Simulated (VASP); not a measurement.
# InGa3P4 (Pm-3m) in VASP: notebook

Runs on InGa3P4. Level: PBE. Tasks: single point, relaxation of cell and atoms.

Program: VASP 6.6.1. These are calculated values, not measurements. Logs are shortened: lines on timing, memory, paths and dates and some standing lists are left out, and cuts for length are marked.

**1. The cell of the first run**

The structure is cubic, space group Pm-3m (No. 221). The conventional cell has a = 5.275 Å, b = 5.275 Å, c = 5.275 Å, α = 90.00°, β = 90.00°, γ = 90.00°. Within 3.5 Å of In (site symmetry m-3m) lie 6 P at 2.64 Å. Ga (site symmetry 4/mmm) has 6 P at 2.64 Å within 3.5 Å. Within 3.5 Å of P (site symmetry 4/mmm) lie 2 In at 2.64 Å and 4 Ga at 2.64 Å. P (site symmetry m-3m) has 6 Ga at 2.64 Å within 3.5 Å.

**2. Single point, PBE**

File INCAR:

```
  PREC = Accurate
  ENCUT = 520
  EDIFF = 1E-7
  ISMEAR = 0
  SIGMA = 0.1
  LREAL = F
  LASPH = T
  NELM = 80
  ALGO = Normal
  ISIF = 2
  LWAVE = F
  LCHARG = F
  GGA = PE
  NBANDS = 46
```

File KPOINTS:

```
Automatic mesh
0
Gamma
  4 4 4
```

File POSCAR:

```
InGa3P4
1.0
    5.2749515595      0.0000000000      0.0000000000
    0.0000000000      5.2749515595      0.0000000000
    0.0000000000      0.0000000000      5.2749515595
In Ga P
1 3 4
Direct
    0.5000000000      0.5000000000      0.5000000000
    0.0000000000      0.0000000000      0.5000000000
    0.5000000000      0.0000000000      0.0000000000
    0.0000000000      0.5000000000      0.0000000000
    0.5000000000      0.5000000000      0.0000000000
    0.0000000000      0.5000000000      0.5000000000
    0.5000000000      0.0000000000      0.5000000000
    0.0000000000      0.0000000000      0.0000000000
```

Potentials or basis: VASP PAW PBE potentials, release 64 (In_d, Ga_d, P).

The run is started by

```
> cat potpaw_PBE.64/In_d/POTCAR potpaw_PBE.64/Ga_d/POTCAR potpaw_PBE.64/P/POTCAR > POTCAR
> mpirun -np 1 vasp_std > vasp.out
```

OUTCAR:

```text
PREC = Accurate
   ENCUT = 520
   EDIFF = 1E-7
   ISMEAR = 0
   LREAL = F
   LASPH = T
   NELM = 80
   ISIF = 2
   GGA = PE

 ion  position               nearest neighbor table
   1  0.500  0.500  0.500-   5 2.64   6 2.64   7 2.64   5 2.64   7 2.64   6 2.64
   2  0.000  0.000  0.500-   6 2.64   7 2.64   8 2.64   8 2.64   6 2.64   7 2.64
   3  0.500  0.000  0.000-   5 2.64   7 2.64   8 2.64   7 2.64   5 2.64   8 2.64
   4  0.000  0.500  0.000-   5 2.64   6 2.64   8 2.64   6 2.64   8 2.64   5 2.64
   5  0.500  0.500  0.000-   1 2.64   3 2.64   4 2.64   1 2.64   3 2.64   4 2.64
   6  0.000  0.500  0.500-   1 2.64   2 2.64   4 2.64   4 2.64   2 2.64   1 2.64
   7  0.500  0.000  0.500-   1 2.64   2 2.64   3 2.64   3 2.64   1 2.64   2 2.64
   8  0.000  0.000  0.000-   2 2.64   3 2.64   4 2.64   2 2.64   4 2.64   3 2.64

  LATTYP: Found a simple cubic cell.
 ALAT       =     5.2749515595

  Lattice vectors:

 A1 = (   5.2749515595,   0.0000000000,   0.0000000000)
 A2 = (   0.0000000000,   5.2749515595,   0.0000000000)
 A3 = (   0.0000000000,   0.0000000000,   5.2749515595)

Analysis of symmetry for initial positions (statically):
=====================================================================
 Subroutine PRICEL returns:
 Original cell was already a primitive cell.

 Routine SETGRP: Setting up the symmetry group for a
 simple cubic supercell.

 Subroutine GETGRP returns: Found 48 space group operations
 (whereof 48 operations were pure point group operations)
 out of a pool of 48 trial point group operations.

The static configuration has the point symmetry O_h .

Analysis of symmetry for dynamics (positions and initial velocities):
=====================================================================
 Subroutine PRICEL returns:
 Original cell was already a primitive cell.

 Routine SETGRP: Setting up the symmetry group for a
 simple cubic supercell.

 Subroutine GETGRP returns: Found 48 space group operations
 (whereof 48 operations were pure point group operations)
 out of a pool of 48 trial point group operations.

The dynamic configuration has the point symmetry O_h .

 Subroutine INISYM returns: Found 48 space group operations
 (whereof 48 operations are pure point group operations),
 and found     1 'primitive' translations

----------------------------------------------------------------------------------------

                                     Primitive cell

  volume of cell :     146.7761

  direct lattice vectors                    reciprocal lattice vectors
     5.274951559  0.000000000  0.000000000     0.189575201  0.000000000  0.000000000
     0.000000000  5.274951559  0.000000000     0.000000000  0.189575201  0.000000000
     0.000000000  0.000000000  5.274951559     0.000000000  0.000000000  0.189575201

  length of vectors
     5.274951559  5.274951559  5.274951559     0.189575201  0.189575201  0.189575201

  position of ions in fractional coordinates (direct lattice)
     0.500000000  0.500000000  0.500000000
     0.000000000  0.000000000  0.500000000
     0.500000000  0.000000000  0.000000000
     0.000000000  0.500000000  0.000000000
     0.500000000  0.500000000  0.000000000
     0.000000000  0.500000000  0.500000000
     0.500000000  0.000000000  0.500000000
     0.000000000  0.000000000  0.000000000

  ion indices of the primitive-cell ions
   primitive index   ion index
                 1           1
                 2           2
                 3           3
                 4           4
                 5           5
                 6           6
                 7           7
                 8           8

----------------------------------------------------------------------------------------

 KPOINTS: Automatic mesh

Automatic generation of k-mesh.
 Grid dimensions read from file:
 generate k-points for:    4    4    4

 Generating k-lattice:

  Cartesian coordinates                     Fractional coordinates (reciprocal lattice)
     0.047393800  0.000000000  0.000000000     0.250000000  0.000000000  0.000000000
     0.000000000  0.047393800  0.000000000     0.000000000  0.250000000  0.000000000
     0.000000000  0.000000000  0.047393800     0.000000000  0.000000000  0.250000000

  Length of vectors
     0.047393800  0.047393800  0.047393800

  Shift w.r.t. Gamma in fractional coordinates (k-lattice)
     0.000000000  0.000000000  0.000000000

 Subroutine IBZKPT returns following result:
 ===========================================

 Found     10 irreducible k-points:

 Following reciprocal coordinates:
            Coordinates               Weight
  0.000000  0.000000  0.000000      1.000000
  0.250000  0.000000  0.000000      6.000000
  0.500000  0.000000  0.000000      3.000000
  0.250000  0.250000  0.000000     12.000000
  0.500000  0.250000  0.000000     12.000000
  0.500000  0.500000  0.000000      3.000000
  0.250000  0.250000  0.250000      8.000000
  0.500000  0.250000  0.250000     12.000000
[... 30 lines left out ...]
   PSTRESS=    0.0 pullay stress
   NELECT =      72.0000    total number of electrons
   NUPDOWN=      -1.0000    fix difference up-down
   EMIN   =  10.00;   EMAX   =-10.00  energy-range for DOS
   EFERMI =   0.00;   METHOD = LEGACY
   ISMEAR =     0;   SIGMA  =   0.10  broadening in eV -4-tet -1-fermi 0-gaus
   EFERMI_NEDOS =   21; number of points for ismear=-14 and -15
   IALGO  =     38    algorithm
   IMIX   =      4    mixing-type and parameters
     AMIX     =   0.40;   BMIX     =  1.00
     AMIX_MAG =   1.60;   BMIX_MAG =  1.00
  volume/ion in A,a.u.               =      18.35       123.81
  Fermi-wavevector in a.u.,A,eV,Ry     =   1.291122  2.439866 22.680848  1.666995
  Thomas-Fermi vector in A             =   2.422911
   LORBIT       =      0    0 simple, 1 ext, 2 COOP (PROOUT), +10 PAW based schemes
   GGA     = PE    functional components
   LHFCALC =     F    Hartree Fock is set to
   AEXX    =    0.0000 exact exchange contribution
   IVDW    =     0    specifies the selected vdW correction
   LEPSILON=     F    determine dielectric tensor
   LRPA    =     F    only Hartree local field effects (RPA)
 non-spin polarized calculation
 Gauss-broadening in eV      SIGMA  =   0.10
  energy-cutoff  :      520.00
  volume of cell :      146.78
 maximum number of plane-waves:      3977
 NGX is ok and might be reduce to    40
   NGX = 19   NGY = 19   NGZ = 19

 number of electron      71.9999993 magnetization

 Free energy of the ion-electron system (eV)
  ---------------------------------------------------
  ext. energy  EPLUGINS =         0.00000000
  ---------------------------------------------------
  free energy    TOTEN  =       -32.28717066 eV

  energy without entropy =      -32.25235023  energy(sigma->0) =      -32.26976045

 E-fermi :   6.5443     XC(G=0): -10.7629

 val. band max:        6.4913685320   @ k =   0.5000   0.5000   0.0000
 cond. band min:       6.6140800730   @ k =   0.5000   0.5000   0.5000
 fundamental gap:      0.1227115410
 Fermi energy:         6.5442593074

 k-point     1 :       0.0000    0.0000    0.0000
  band No.  band energies     occupation
      1      -8.3666      2.00000
      2      -8.3666      2.00000
      3      -8.2916      2.00000
      4      -8.1360      2.00000
      5      -8.1360      2.00000
      6      -8.1360      2.00000
[... 38 lines left out ...]
     45      13.6142      0.00000
     46      13.6142      0.00000

 k-point     2 :       0.2500    0.0000    0.0000
  band No.  band energies     occupation
      1      -8.3397      2.00000
      2      -8.3148      2.00000
      3      -8.2676      2.00000
      4      -8.1408      2.00000
      5      -8.1318      2.00000
      6      -8.1247      2.00000
[... 38 lines left out ...]
     45      12.5731      0.00000
     46      13.7828      0.00000

 k-point     3 :       0.5000    0.0000    0.0000
  band No.  band energies     occupation
      1      -8.3078      2.00000
      2      -8.2458      2.00000
      3      -8.2150      2.00000
      4      -8.1944      2.00000
      5      -8.1334      2.00000
      6      -8.1251      2.00000
[... 332 lines left out ...]
     45      10.6505      0.00000
     46      10.7195      0.00000

 k-point    10 :       0.5000    0.5000    0.5000
  band No.  band energies     occupation
      1      -8.1601      2.00000
      2      -8.1601      2.00000
      3      -8.1601      2.00000
      4      -8.1598      2.00000
      5      -8.1598      2.00000
      6      -8.1598      2.00000
[... 38 lines left out ...]
     45       9.5520      0.00000
     46       9.9482      0.00000

------------------------ aborting loop because EDIFF is reached ----------------------------------------

  FORCE on cell =-STRESS in cart. coord.  units (eV):
  Direction    XX          YY          ZZ          XY          YZ          ZX
  --------------------------------------------------------------------------------------
  -------------------------------------------------------------------------------------
  Total       -0.0022059     -0.0022059     -0.0022059      0.0000000      0.0000000     -0.0000000
  in kB       -0.0240794     -0.0240794     -0.0240794      0.0000000      0.0000000     -0.0000000
  external PRESSURE =      -0.0240794 kB  Pullay stress =       0.0000000 kB

 VOLUME and BASIS-vectors are now :
 -----------------------------------------------------------------------------
  energy-cutoff  :      520.00
  volume of cell :      146.78
      direct lattice vectors                 reciprocal lattice vectors
     5.274951559  0.000000000  0.000000000     0.189575201  0.000000000  0.000000000
     0.000000000  5.274951559  0.000000000     0.000000000  0.189575201  0.000000000
     0.000000000  0.000000000  5.274951559     0.000000000  0.000000000  0.189575201

 POSITION                                       TOTAL-FORCE (eV/Angst)
 -----------------------------------------------------------------------------------
      2.63748      2.63748      2.63748         0.000000      0.000000      0.000000
      0.00000      0.00000      2.63748         0.000000      0.000000      0.000000
      2.63748      0.00000      0.00000         0.000000      0.000000      0.000000
      0.00000      2.63748      0.00000         0.000000      0.000000      0.000000
      2.63748      2.63748      0.00000         0.000000      0.000000      0.000000
      0.00000      2.63748      2.63748         0.000000      0.000000      0.000000
      2.63748      0.00000      2.63748         0.000000      0.000000      0.000000
      0.00000      0.00000      0.00000         0.000000      0.000000      0.000000
 -----------------------------------------------------------------------------------
    total drift:                               -0.000000      0.000000     -0.000000

  FREE ENERGIE OF THE ION-ELECTRON SYSTEM (eV)
  ---------------------------------------------------
  free  energy   TOTEN  =       -32.2871706645 eV

  energy  without entropy=      -32.2523502292  energy(sigma->0) =      -32.26976045
```

Wall time 43 s (1 thread of Intel Xeon 6975P-C (Granite Rapids), shared host); peak memory 0.26 GiB.

What came out:

- Free energy: -32.2872 eV
- Pressure: 0.0 GPa
- Band gap on the k mesh: zero (band 36 reaches 6.82 eV, above the bottom of band 37 at 5.94 eV)

Caveat: spin-orbit coupling is left out, which moves the levels of the heavy elements.

**3. Single point, PBE**

This run uses another cell than the first one, of 20.16 Å³/atom, 1.099 times its volume.

File INCAR:

```
SYSTEM = InGa3P4
  PREC = Accurate
  ENCUT = 520
  EDIFF = 1E-7
  ISMEAR = 0
  SIGMA = 0.1
  LREAL = .FALSE.
  LASPH = .TRUE.
  NELM = 60
  ALGO = Normal
  ISIF = 2
  LWAVE = .FALSE.
  LCHARG = .FALSE.
  GGA = PE
  NBANDS = 46
```

File KPOINTS:

```
regular mesh
0
G
  4 4 4
  0 0 0
```

POSCAR, as its differences from that of step 2:

```diff
@@ -2,5 +2,5 @@
 1.0
-    5.2749515595      0.0000000000      0.0000000000
-    0.0000000000      5.2749515595      0.0000000000
-    0.0000000000      0.0000000000      5.2749515595
+    5.4433704600      0.0000000000      0.0000000000
+    0.0000000000      5.4433704600      0.0000000000
+    0.0000000000      0.0000000000      5.4433704600
 In Ga P
```

Potentials or basis: VASP PAW PBE potentials, release 64 (In_d, Ga_d, P).

The run is started by

```
> cat potpaw_PBE.64/In_d/POTCAR potpaw_PBE.64/Ga_d/POTCAR potpaw_PBE.64/P/POTCAR > POTCAR
> mpirun -np 1 vasp_std > vasp.out
```

Wall time 57 s (1 thread of Intel Xeon 6975P-C (Granite Rapids), shared host); peak memory 0.27 GiB.

The run converged. Its results:

```
Free energy            : -31.9904 eV
Pressure               : -6.0 GPa
Band gap on the k mesh : zero (band 36 reaches 5.70 eV, above the bottom of band 37 at 4.97 eV)
```

Levels at points of the mesh, in eV from the Fermi level:
```tsv
k point	band 34	band 35	band 36	band 37	band 38	band 39
(0.00, 0.00, 0.00)	-2.24	-2.24	-2.24	-0.09	-0.09	-0.09
(0.50, 0.00, 0.00)	-1.39	-1.28	-1.28	0.44	0.69	1.93
(0.50, 0.50, 0.00)	-0.15	-0.15	-0.04	1.83	1.83	1.84
(0.50, 0.50, 0.50)	0.13	0.22	0.22	2.72	2.72	2.72
```

Caveat: spin-orbit coupling is left out, which moves the levels of the heavy elements.

**4. Single point, PBE**

File INCAR:

```
SYSTEM = InGa3P4
ALGO     = Normal         ! electronic algorithm
EDIFF    = 1E-6           ! SCF threshold, eV
ENCUT    = 520            ! plane-wave cutoff, eV
GGA      = PE             ! functional
ISIF     = 2              ! what is computed and relaxed
ISMEAR   = 0              ! smearing method
LASPH    = .True.         ! aspherical terms in the spheres
LCHARG   = .True.         ! write CHGCAR
LELF     = .True.         ! ELF
LREAL    = .False.        ! projectors in reciprocal space
LVHAR    = .True.       
LWAVE    = .False.        ! write WAVECAR
NBANDS   = 46             ! bands
NELM     = 100            ! most SCF steps
PREC     = Accurate       ! precision mode
SIGMA    = 0.1            ! smearing width, eV
```

File KPOINTS:

```
k-points
0
Gamma
  8 8 8
  0 0 0
```

POSCAR, as its differences from that of step 3:

```diff
@@ -2,5 +2,5 @@
 1.0
-    5.4433704600      0.0000000000      0.0000000000
-    0.0000000000      5.4433704600      0.0000000000
-    0.0000000000      0.0000000000      5.4433704600
+    5.2727556749      0.0000000000      0.0000000000
+    0.0000000000      5.2727556749      0.0000000000
+    0.0000000000      0.0000000000      5.2727556749
 In Ga P
```

The run is started by

```
> cat potpaw_PBE.64/In_d/POTCAR potpaw_PBE.64/Ga_d/POTCAR potpaw_PBE.64/P/POTCAR > POTCAR
> mpirun -np 1 vasp_std > vasp.out
```

It took 2.3 min on 1 thread of Intel Xeon 6975P-C (Granite Rapids), shared host; peak memory 0.35 GiB.

The run converged. Its results:

```yaml
Free_energy: -32.5279 eV
Pressure: 0.0 GPa
Band_gap_on_the_k_mesh: zero (band 36 reaches 6.94 eV, above the bottom of band 37 at 5.52 eV)
```

Levels at points of the mesh, in eV from the Fermi level:
| k point | band 33 | band 34 | band 35 | band 36 | band 37 | band 38 | band 39 | band 40 |
| --- | --- | --- | --- | --- | --- | --- | --- | --- |
| (0.00, 0.00, 0.00) | -2.53 | -2.52 | -2.52 | -2.52 | -0.08 | -0.08 | -0.08 | 1.16 |
| (0.50, 0.00, 0.00) | -1.55 | -1.55 | -1.45 | -1.45 | 0.53 | 0.78 | 2.27 | 2.77 |
| (0.50, 0.50, 0.00) | -0.20 | -0.19 | -0.19 | 0.01 | 2.01 | 2.01 | 2.01 | 2.52 |
| (0.50, 0.50, 0.50) | 0.16 | 0.16 | 0.34 | 0.34 | 2.87 | 2.87 | 2.87 | 2.94 |

Caveat: spin-orbit coupling is left out, which moves the levels of the heavy elements.

**5. Relaxation of cell and atoms, PBE**

This run uses another cell than the first one, of 20.16 Å³/atom, 1.099 times its volume.

File INCAR:

```
  PREC = Accurate
  ENCUT = 600
  EDIFF = 1E-6
  ISMEAR = 0
  SIGMA = 0.1
  LREAL = F
  LASPH = T
  NELM = 60
  ALGO = Normal
  ISIF = 3
  LWAVE = F
  LCHARG = F
  GGA = PE
  IBRION = 2
  NSW = 90
  EDIFFG = -0.04
```

File KPOINTS:

```
Automatic mesh
0
Gamma
  4 4 4
```

POSCAR, as its differences from that of step 4:

```diff
@@ -2,5 +2,5 @@
 1.0
-    5.2727556749      0.0000000000      0.0000000000
-    0.0000000000      5.2727556749      0.0000000000
-    0.0000000000      0.0000000000      5.2727556749
+    5.4433704600      0.0000000000      0.0000000000
+    0.0000000000      5.4433704600      0.0000000000
+    0.0000000000      0.0000000000      5.4433704600
 In Ga P
```

The run is started by

```
> cat potpaw_PBE.64/In_d/POTCAR potpaw_PBE.64/Ga_d/POTCAR potpaw_PBE.64/P/POTCAR > POTCAR
> mpirun -np 1 vasp_std > vasp.out
```

Run time: 2.5 min. Hardware: 1 thread of Intel Xeon 6975P-C (Granite Rapids), shared host; peak memory 0.37 GiB.

It converged, with:

| Quantity | Value |
| --- | --- |
| Free energy | -32.2897 eV |
| Relaxed volume | 18.34 Å³/atom |
| Relaxed cell | a = 5.274 Å, b = 5.274 Å, c = 5.274 Å, α = 90.00°, β = 90.00°, γ = 90.00° |
| Space group after relaxing (to 0.05 Å) | Pm-3m (No. 221) |
| Energy gained by relaxing | 37.4 meV/atom |
| Ionic steps | 3 |
| Pressure after relaxing | 0.1 GPa |
| Band gap on the k mesh | zero (band 36 reaches 6.82 eV, above the bottom of band 37 at 5.94 eV) |

Step by step:
```
step  energy change (eV)  largest force (eV/Å)  pressure (GPa)  volume (Å³)
   1              0.0000                0.0000           -6.00       161.29
   2             -0.2883                0.0000            1.39       144.29
   3             -0.2993                0.0000            0.10       146.71
```

Final structure:
```
CELL_PARAMETERS angstrom
5.27416 0.00000 0.00000
0.00000 5.27416 0.00000
0.00000 0.00000 5.27416
ATOMIC_POSITIONS crystal
In 0.50000 0.50000 0.50000
Ga 0.00000 0.00000 0.50000
Ga 0.50000 0.00000 0.00000
Ga 0.00000 0.50000 0.00000
P 0.50000 0.50000 0.00000
P 0.00000 0.50000 0.50000
P 0.50000 0.00000 0.50000
P 0.00000 0.00000 0.00000
```

Levels at points of the mesh, in eV from the Fermi level:
| k point | band 34 | band 35 | band 36 | band 37 | band 38 | band 39 |
| --- | --- | --- | --- | --- | --- | --- |
| (0.00, 0.00, 0.00) | -2.57 | -2.57 | -2.57 | -0.13 | -0.13 | -0.13 |
| (0.50, 0.00, 0.00) | -1.61 | -1.49 | -1.49 | 0.46 | 0.71 | 2.22 |
| (0.50, 0.50, 0.00) | -0.22 | -0.22 | -0.05 | 1.94 | 1.94 | 1.96 |
| (0.50, 0.50, 0.50) | 0.13 | 0.28 | 0.28 | 2.81 | 2.81 | 2.81 |

Caveat: spin-orbit coupling is left out, which moves the levels of the heavy elements.

**6. Overview**

```tsv
task	cell	k mesh	cutoff (eV)	gap on the mesh (eV)	pressure (GPa)
single point	a = 5.275 Å, 8 atoms	4 × 4 × 4	520	none	0.0
single point	a = 5.443 Å, 8 atoms	4 × 4 × 4	520	none	-6.0
single point	a = 5.273 Å, 8 atoms	8 × 8 × 8	520	none	0.0
relaxation of cell and atoms	relaxed from a = 5.443 Å, 8 atoms	4 × 4 × 4	600	none	0.1
```

Alike in all rows: level PBE; potentials or basis VASP PAW PBE potentials, release 64 (In_d, Ga_d, P); no spin polarisation; smearing gaussian 0.1 eV.

Caveats: spin-orbit coupling is left out, which moves the levels of the heavy elements.

Total energies depend on the potentials used, so only differences within one code and one set of settings carry meaning.
